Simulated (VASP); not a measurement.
Here is a VASP 6.6.1 calculation.

File POSCAR:

```
Fe2BS3
1.0
    3.9801350000      5.0837520000      0.0000000000
    3.9801350000     -5.0837520000      0.0000000000
    0.0000000000      0.0000000000     -4.7905720000
B Fe S
2 4 6
Direct
    0.6859000000      0.3141000000      0.7500000000
    0.3141000000      0.6859000000      0.2500000000
    0.8464000000      0.8464000000      0.0000000000
    0.1536000000      0.1536000000      0.5000000000
    0.1536000000      0.1536000000      0.0000000000
    0.8464000000      0.8464000000      0.5000000000
    0.5842000000      0.8306000000      0.7500000000
    0.4158000000      0.1694000000      0.2500000000
    0.8306000000      0.5842000000      0.2500000000
    0.1694000000      0.4158000000      0.7500000000
    0.1147000000      0.8853000000      0.7500000000
    0.8853000000      0.1147000000      0.2500000000
```

INCAR.step1

```
SYSTEM = Fe2BS3
ALGO = Normal ; EDIFF = 1E-4
ENCUT = 520 ; GGA = PE
ISMEAR = 1 ; LASPH = .TRUE.
LCHARG = .FALSE. ; LREAL = .FALSE.
LWAVE = .TRUE. ; NBANDS = 49
NELM = 100 ; PREC = Accurate
SIGMA = 0.2117
```

Contents of INCAR.step2:

```
SYSTEM = Fe2BS3
ALGO = Normal ; EDIFF = 1E-6
ENCUT = 520 ; ISIF = 2
ISMEAR = 1 ; ISTART = 1
LASPH = .TRUE. ; LCHARG = .FALSE.
LMIXTAU = .TRUE. ; LREAL = .FALSE.
LWAVE = .FALSE. ; METAGGA = R2SCAN
NBANDS = 49 ; NELM = 100
PREC = Accurate ; SIGMA = 0.2117
```

File KPOINTS:

```
k-points
0
G
  4 4 6
  0 0 0
```

Potentials or basis: VASP PAW PBE potentials, release 64 (B, Fe, S).

Launch:

```sh
$ cat potpaw_PBE.64/B/POTCAR potpaw_PBE.64/Fe/POTCAR potpaw_PBE.64/S/POTCAR > POTCAR
$ cp INCAR.step1 INCAR
$ mpirun -np 1 vasp_std > vasp.out
$ cp INCAR.step2 INCAR
$ mpirun -np 1 vasp_std > vasp.out
```

Question: What does it give for the largest force?

Answer: 1.957 eV/Å.

Question: What does it give for the band gap on the k mesh?

Answer: Zero (bands 37 and 38 overlap by 0.43 eV).

Question: Estimate the pressure.

Answer: 9.8 GPa.

Stress tensor (GPa, compression positive):
```
 6.78  0.00  0.00
 0.00  7.49  0.00
 0.00  0.00 15.06
```

Caveat: the cell stands under pressure; the PAW data sets were made with another functional, which shifts forces and pressure a little; the run has no spin polarisation, though such a crystal can be magnetic. Spin polarisation is off, so any magnetic state and its effect on volume and gap are missing.
